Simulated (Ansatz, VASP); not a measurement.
## PbC2 in VASP and in Ansatz

```
Pb C
1.0
    -2.06621    2.06621    3.37641
     2.06621   -2.06621    3.37641
     2.06621    2.06621   -3.37641
Pb C
1 2
Cartesian
  0.0000 0.0000 0.0000
  0.0000 0.0000 4.0106
  0.0000 0.0000 2.7422
```

Alike in both runs: functional PBE; k mesh 10 × 10 × 10; occupations gaussian, width 0.02 eV; no spin polarisation.

Ansatz relaxed the structure, and its values are those at the end. VASP's run is a single point on that final structure, the one shown.

|  | VASP | Ansatz |
| --- | --- | --- |
| version | VASP 6.6.1 | Ansatz 0.2.0 |
| potentials or method | VASP PAW PBE potentials, release 64 (Pb_d, C_h), cutoff 910 eV | scalar-relativistic, plane waves, PAW |
| valence electrons in the cell | 22 | 22 |

```csv
,VASP,Ansatz,Ansatz less VASP
gap on the k mesh at the Fermi level (eV),1.84,1.84,-0.003
least direct gap on the mesh (eV),2.62,2.62,-0.006
rms of the force components (eV/Å),0.006,0.002,-0.0039
```

Spin-orbit coupling is off throughout. Noted on VASP's run: the cutoff is under 1.25 times that of the potentials, so the pressure is a little rough.
